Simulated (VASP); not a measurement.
## AlIn2N3: single point with PBE

Crystal: AlIn2N3.

```
Al In N
1.0
     5.88681    0.00000    0.00000
    -2.94341    5.09813    0.00000
     0.00000    0.00000    3.03073
Al In N
1 2 3
Direct
  0.00000 0.00000 0.00000
  0.33333 0.66667 0.00000
  0.66667 0.33333 0.00000
  0.50000 0.00000 0.50000
  0.50000 0.50000 0.50000
  0.00000 0.50000 0.50000
```

* Program: VASP 6.6.1
* Task: single point
* Functional: PBE
* Potentials or basis: VASP PAW PBE potentials, release 64 (Al, In_d, N)
* Cutoff: 520 eV
* k mesh: 3 × 3 × 6
* Occupations: gaussian, width 0.1 eV
* Spin: collinear spin, ferromagnetic start
* Starting moments: [0.0, 0.0, 0.0, 1.0, 1.0, 1.0] μB
* Dipole correction: no
* Further INCAR settings: ALGO = Normal; EDIFF = 1e-06; NBANDS = 35

```
Pressure                                              : 0.2 GPa
Net moment                                            : 0.76 μB per cell
Site moments                                          : Al +0.00; In -0.01; N +0.20 μB
Valence electrons inside the program's atomic spheres : Al 0.72; In 11.39; N 3.55
```

Stress tensor (GPa, compression positive):
```
 0.39  0.00  0.00
 0.00  0.39  0.00
 0.00  0.00 -0.17
```

Levels at points of the mesh, in eV from the Fermi level:
Spin up:
```csv
k point,band 19,band 20,band 21,band 22,band 23,band 24,band 25,band 26
"(0.00, 0.00, 0.00)",-0.55,-0.55,-0.26,0.16,0.16,1.51,3.82,3.82
"(0.00, 0.00, 0.50)",-1.87,-0.44,-0.01,0.23,0.28,0.28,0.46,2.07
```
Spin down:
```tsv
k point	band 19	band 20	band 21	band 22	band 23	band 24	band 25	band 26
(0.00, 0.00, 0.00)	-0.24	-0.24	0.37	0.37	0.39	1.65	4.08	4.08
(0.00, 0.00, 0.50)	-1.39	-0.45	-0.06	0.44	0.60	0.60	0.93	2.03
```

Run time: 44 s on 1 thread of Intel(R) Xeon(R) Platinum 8559C (Emerald Rapids), on a shared host, peak memory 0.29 GiB.

Caveat: the k points lie up to 0.41 Å⁻¹ apart; spin-orbit coupling is left out, which moves the levels of the heavy elements.
